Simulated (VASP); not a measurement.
# GaN (F-43m) in VASP: notebook

Runs on GaN. Level: LDA. Tasks: single point, relaxation of cell and atoms.

All numbers are computed with VASP 6.6.1; they aren't measurements. Logs are shortened: lines on timing, memory, paths and dates and some standing lists are left out, and cuts for length are marked.

## (1) The cell of the first run

Symmetry: F-43m, No. 216, cubic system. The conventional cell has a = 4.310 Å, b = 4.310 Å, c = 4.310 Å, α = 90.00°, β = 90.00°, γ = 90.00°. Ga (site symmetry -43m) has 4 N at 1.87 Å within 2.5 Å. N (site symmetry -43m) has 4 Ga at 1.87 Å within 2.5 Å.

## (2) Single point, LDA

INCAR reads:

```
ALGO = Normal
EDIFF = 1E-6
ENCUT = 520
ISIF = 2
ISMEAR = 0
LASPH = T
LCHARG = F
LREAL = F
LWAVE = F
NBANDS = 16
NELM = 100
PREC = Accurate
SIGMA = 0.01
```

KPOINTS reads:

```
k-points
0
Gamma
  10 10 10
```

POSCAR reads:

```
GaN
1.0
    0.0000000000      2.1549849227      2.1549849227
    2.1549849227      0.0000000000      2.1549849227
    2.1549849227      2.1549849227      0.0000000000
Ga N
1 1
Direct
    0.0000000000      0.0000000000      0.0000000000
    0.7500000000      0.7500000000      0.7500000000
```

Potentials or basis: VASP PAW LDA potentials, release 64 (Ga_d, N).

On the command line:

```sh
cat potpaw_LDA.64/Ga_d/POTCAR potpaw_LDA.64/N/POTCAR > POTCAR
mpirun -np 1 vasp_std > vasp.out
```

OUTCAR:

```text
EDIFF = 1E-6
   ENCUT = 520
   ISIF = 2
   ISMEAR = 0
   LASPH = T
   LREAL = F
   NELM = 100
   PREC = Accurate

 ion  position               nearest neighbor table
   1  0.000  0.000  0.000-   2 1.87   2 1.87   2 1.87   2 1.87
   2  0.750  0.750  0.750-   1 1.87   1 1.87   1 1.87   1 1.87

  LATTYP: Found a face centered cubic cell.
 ALAT       =     4.3099698454

  Lattice vectors:

 A1 = (   0.0000000000,   2.1549849227,   2.1549849227)
 A2 = (   2.1549849227,   0.0000000000,   2.1549849227)
 A3 = (   2.1549849227,   2.1549849227,   0.0000000000)

Analysis of symmetry for initial positions (statically):
=====================================================================
 Subroutine PRICEL returns:
 Original cell was already a primitive cell.

 Routine SETGRP: Setting up the symmetry group for a
 face centered cubic supercell.

 Subroutine GETGRP returns: Found 24 space group operations
 (whereof 24 operations were pure point group operations)
 out of a pool of 48 trial point group operations.

The static configuration has the point symmetry T_d .

Analysis of symmetry for dynamics (positions and initial velocities):
=====================================================================
 Subroutine PRICEL returns:
 Original cell was already a primitive cell.

 Routine SETGRP: Setting up the symmetry group for a
 face centered cubic supercell.

 Subroutine GETGRP returns: Found 24 space group operations
 (whereof 24 operations were pure point group operations)
 out of a pool of 48 trial point group operations.

The dynamic configuration has the point symmetry T_d .

 Subroutine INISYM returns: Found 24 space group operations
 (whereof 24 operations are pure point group operations),
 and found     1 'primitive' translations

----------------------------------------------------------------------------------------

                                     Primitive cell

  volume of cell :      20.0153

  direct lattice vectors                    reciprocal lattice vectors
     0.000000000  2.154984923  2.154984923    -0.232020185  0.232020185  0.232020185
     2.154984923  0.000000000  2.154984923     0.232020185 -0.232020185  0.232020185
     2.154984923  2.154984923  0.000000000     0.232020185  0.232020185 -0.232020185

  length of vectors
     3.047608904  3.047608904  3.047608904     0.401870748  0.401870748  0.401870748

  position of ions in fractional coordinates (direct lattice)
     0.000000000  0.000000000  0.000000000
     0.750000000  0.750000000  0.750000000

  ion indices of the primitive-cell ions
   primitive index   ion index
                 1           1
                 2           2

----------------------------------------------------------------------------------------

 KPOINTS: k-points

Automatic generation of k-mesh.
 Grid dimensions read from file:
 generate k-points for:   10   10   10

 Generating k-lattice:

  Cartesian coordinates                     Fractional coordinates (reciprocal lattice)
    -0.023202018  0.023202018  0.023202018     0.100000000  0.000000000  0.000000000
     0.023202018 -0.023202018  0.023202018     0.000000000  0.100000000  0.000000000
     0.023202018  0.023202018 -0.023202018     0.000000000  0.000000000  0.100000000

  Length of vectors
     0.040187075  0.040187075  0.040187075

  Shift w.r.t. Gamma in fractional coordinates (k-lattice)
     0.000000000  0.000000000  0.000000000

 Subroutine IBZKPT returns following result:
 ===========================================

 Found     47 irreducible k-points:

 Following reciprocal coordinates:
            Coordinates               Weight
  0.000000  0.000000  0.000000      1.000000
  0.100000  0.000000  0.000000      8.000000
  0.200000  0.000000  0.000000      8.000000
  0.300000  0.000000  0.000000      8.000000
  0.400000  0.000000  0.000000      8.000000
  0.500000  0.000000  0.000000      4.000000
[... 16 lines left out ...]
  0.300000  0.300000  0.000000      6.000000
  0.400000  0.300000  0.000000     24.000000
 [... further k-points ...]
   k-points           NKPTS =     47   k-points in BZ     NKDIM =     47   number of bands    NBANDS=     16
   number of dos      NEDOS =    301   number of ions     NIONS =      2
   total plane-waves  NPLWV =  13824
   dimension x,y,z NGX =    24 NGY =   24 NGZ =   24
   dimension x,y,z NGXF=    48 NGYF=   48 NGZF=   48
   ions per type =               1   1
   NGX,Y,Z   is equivalent  to a cutoff of  13.09, 13.09, 13.09 a.u.
   NGXF,Y,Z  is equivalent  to a cutoff of  26.18, 26.18, 26.18 a.u.
 SYSTEM =  unknown system
   PREC   = accura    normal or accurate (medium, high low for compatibility)
   ISTART =      0    job   : 0-new  1-cont  2-samecut
   ICHARG =      2    charge: 1-file 2-atom 10-const
   ISPIN  =      1    spin polarized calculation?
   LNONCOLLINEAR =      F non collinear calculations
   LSORBIT =      F    spin-orbit coupling
   LASPH  =      T    aspherical Exc in radial PAW
   ENCUT  =  520.0 eV  38.22 Ry    6.18 a.u.   5.67  5.67  5.67*2*pi/ulx,y,z
   NELM   =    100;   NELMIN=  2; NELMDL= -5     # of ELM steps
   EDIFF  = 0.1E-05   stopping-criterion for ELM
   LREAL  =      F    real-space projection
   EDIFFG = 0.1E-04   stopping-criterion for IOM
   NSW    =      0    number of steps for IOM
   IBRION =     -1    ionic relax: 0-MD 1-quasi-New 2-CG
   NFREE  =      0    steps in history (QN), initial steepest desc. (CG)
   ISIF   =      2    stress and relaxation
   ISYM   =      2    0-nonsym 1-usesym 2-fastsym
   POTIM  = 0.5000    time-step for ionic-motion
   TEBEG  =    0.0;   TEEND  =   0.0 temperature during run
   PSTRESS=    0.0 pullay stress
   NELECT =      18.0000    total number of electrons
   NUPDOWN=      -1.0000    fix difference up-down
   EMIN   =  10.00;   EMAX   =-10.00  energy-range for DOS
   EFERMI =   0.00;   METHOD = LEGACY
   ISMEAR =     0;   SIGMA  =   0.01  broadening in eV -4-tet -1-fermi 0-gaus
   EFERMI_NEDOS =   21; number of points for ismear=-14 and -15
   IALGO  =     38    algorithm
   IMIX   =      4    mixing-type and parameters
     AMIX     =   0.40;   BMIX     =  1.00
     AMIX_MAG =   1.60;   BMIX_MAG =  1.00
  volume/ion in A,a.u.               =      10.01        67.54
  Fermi-wavevector in a.u.,A,eV,Ry     =   1.580198  2.986141 33.974086  2.497025
  Thomas-Fermi vector in A             =   2.680462
   LORBIT       =      0    0 simple, 1 ext, 2 COOP (PROOUT), +10 PAW based schemes
   GGA     = CA    functional components
   LHFCALC =     F    Hartree Fock is set to
   AEXX    =    0.0000 exact exchange contribution
   IVDW    =     0    specifies the selected vdW correction
   LEPSILON=     F    determine dielectric tensor
   LRPA    =     F    only Hartree local field effects (RPA)
 non-spin polarized calculation
 Gauss-broadening in eV      SIGMA  =   0.01
  energy-cutoff  :      520.00
  volume of cell :       20.02
 maximum number of plane-waves:       548
   NGX = 11   NGY = 11   NGZ = 11

 number of electron      17.9999994 magnetization

 Free energy of the ion-electron system (eV)
  ---------------------------------------------------
  ext. energy  EPLUGINS =         0.00000000
  ---------------------------------------------------
  free energy    TOTEN  =       -13.77531874 eV

  energy without entropy =      -13.77531874  energy(sigma->0) =      -13.77531874

 E-fermi :   6.7722     XC(G=0): -12.8519

 val. band max:        6.6280942315   @ k =   0.0000   0.0000   0.0000
 cond. band min:       9.2438228346   @ k =   0.0000   0.0000   0.0000
 fundamental gap:      2.6157286032
 Fermi energy:         6.7721507486

 k-point     1 :       0.0000    0.0000    0.0000
  band No.  band energies     occupation
      1     -10.4339      2.00000
      2      -7.1367      2.00000
      3      -7.1367      2.00000
      4      -7.1367      2.00000
      5      -6.6577      2.00000
      6      -6.6577      2.00000
[... 8 lines left out ...]
     15      26.3322      0.00000
     16      26.3322      0.00000

 k-point     2 :       0.1000    0.0000    0.0000
  band No.  band energies     occupation
      1     -10.2913      2.00000
      2      -7.1169      2.00000
      3      -7.1169      2.00000
      4      -7.1064      2.00000
      5      -6.6600      2.00000
      6      -6.6600      2.00000
[... 8 lines left out ...]
     15      24.9823      0.00000
     16      25.0222      0.00000

 k-point     3 :       0.2000    0.0000    0.0000
  band No.  band energies     occupation
      1      -9.9178      2.00000
      2      -7.0708      2.00000
      3      -7.0708      2.00000
      4      -6.9617      2.00000
      5      -6.6592      2.00000
      6      -6.6592      2.00000
[... 8 lines left out ...]
     15      24.1782      0.00000
     16      24.1782      0.00000

 k-point     4 :       0.3000    0.0000    0.0000
  band No.  band energies     occupation
      1      -9.4859      2.00000
      2      -7.0298      2.00000
      3      -7.0298      2.00000
      4      -6.6399      2.00000
      5      -6.6399      2.00000
      6      -6.5514      2.00000
[... 8 lines left out ...]
     15      24.8226      0.00000
     16      24.8226      0.00000

 k-point     5 :       0.4000    0.0000    0.0000
  band No.  band energies     occupation
      1      -9.2021      2.00000
      2      -7.0122      2.00000
      3      -7.0122      2.00000
      4      -6.6067      2.00000
      5      -6.6067      2.00000
      6      -5.8026      2.00000
[... 8 lines left out ...]
     15      26.5127      0.00000
     16      26.5127      0.00000

 k-point     6 :       0.5000    0.0000    0.0000
  band No.  band energies     occupation
      1      -9.1159      2.00000
      2      -7.0092      2.00000
      3      -7.0092      2.00000
      4      -6.5900      2.00000
      5      -6.5900      2.00000
      6      -5.2728      2.00000
[... 8 lines left out ...]
     15      27.7504      0.00000
     16      27.7504      0.00000
[... 267 lines left out ...]
 k-point    21 :      -0.3000    0.2000    0.0000
  band No.  band energies     occupation
      1      -9.1004      2.00000
      2      -7.0003      2.00000
      3      -6.9302      2.00000
      4      -6.6841      2.00000
      5      -6.6708      2.00000
      6      -5.6462      2.00000
[... 8 lines left out ...]
     15      25.2619      0.00000
     16      28.7163      0.00000

 k-point    22 :      -0.2000    0.2000    0.0000
  band No.  band energies     occupation
      1      -9.3511      2.00000
      2      -7.0104      2.00000
      3      -6.9838      2.00000
      4      -6.7261      2.00000
      5      -6.6937      2.00000
      6      -6.2998      2.00000
[... 8 lines left out ...]
     15      25.2116      0.00000
     16      28.6519      0.00000

 k-point    23 :       0.3000    0.3000    0.0000
  band No.  band energies     occupation
      1      -9.2210      2.00000
      2      -6.9844      2.00000
      3      -6.8583      2.00000
      4      -6.8583      2.00000
      5      -6.5847      2.00000
      6      -6.3175      2.00000
[... 8 lines left out ...]
     15      29.9323      0.00000
     16      31.2397      0.00000

 k-point    24 :       0.4000    0.3000    0.0000
  band No.  band energies     occupation
      1      -9.0274      2.00000
      2      -6.9925      2.00000
      3      -6.8096      2.00000
      4      -6.8057      2.00000
      5      -6.5701      2.00000
      6      -5.8001      2.00000
[... 8 lines left out ...]
     15      30.4385      0.00000
     16      31.0220      0.00000

 [... further k-points ...]
[... 5 lines left out ...]
  --------------------------------------------------------------------------------------
  -------------------------------------------------------------------------------------
  Total        3.3014933      3.3014933      3.3014933      0.0000000      0.0000000     -0.0000000
  in kB      264.2763512    264.2763512    264.2763512      0.0000000      0.0000000     -0.0000000
  external PRESSURE =     264.2763512 kB  Pullay stress =       0.0000000 kB

 VOLUME and BASIS-vectors are now :
 -----------------------------------------------------------------------------
  energy-cutoff  :      520.00
  volume of cell :       20.02
      direct lattice vectors                 reciprocal lattice vectors
     0.000000000  2.154984923  2.154984923    -0.232020185  0.232020185  0.232020185
     2.154984923  0.000000000  2.154984923     0.232020185 -0.232020185  0.232020185
     2.154984923  2.154984923  0.000000000     0.232020185  0.232020185 -0.232020185

 POSITION                                       TOTAL-FORCE (eV/Angst)
 -----------------------------------------------------------------------------------
      0.00000      0.00000      0.00000        -0.000000     -0.000000     -0.000000
      3.23248      3.23248      3.23248         0.000000      0.000000      0.000000
 -----------------------------------------------------------------------------------
    total drift:                               -0.000003     -0.000003     -0.000003

  FREE ENERGIE OF THE ION-ELECTRON SYSTEM (eV)
  ---------------------------------------------------
  free  energy   TOTEN  =       -13.7753187351 eV

  energy  without entropy=      -13.7753187351  energy(sigma->0) =      -13.77531874
```

Run time: 16 s. Hardware: 1 thread of AMD EPYC 7R43 (Zen 3), shared host; peak memory 0.1 GiB.

What came out:

| Item | Value |
| --- | --- |
| Free energy | -13.7753 eV |
| Pressure | 26.4 GPa |
| Band gap on the k mesh | 2.62 eV, direct |

Levels at points of the mesh, in eV from the valence-band top:
| k point | band 5 | band 6 | band 7 | band 8 | band 9 | band 10 | band 11 | band 12 | band 13 | band 14 |
| --- | --- | --- | --- | --- | --- | --- | --- | --- | --- | --- |
| (0.00, 0.00, 0.00) | -13.29 | -13.29 | 0.00 | 0.00 | 0.00 | 2.62 | 10.95 | 10.95 | 10.95 | 19.08 |
| (0.50, 0.00, 0.00) | -13.22 | -11.90 | -8.08 | -1.16 | -1.16 | 5.48 | 9.25 | 10.89 | 10.89 | 16.57 |
| (0.50, 0.50, 0.00) | -13.17 | -11.46 | -6.79 | -3.25 | -3.25 | 3.28 | 7.23 | 12.53 | 15.20 | 15.20 |

A hybrid or GW would open this gap; LDA tends to underestimate it.

(Part 1 of 2 ends here.)
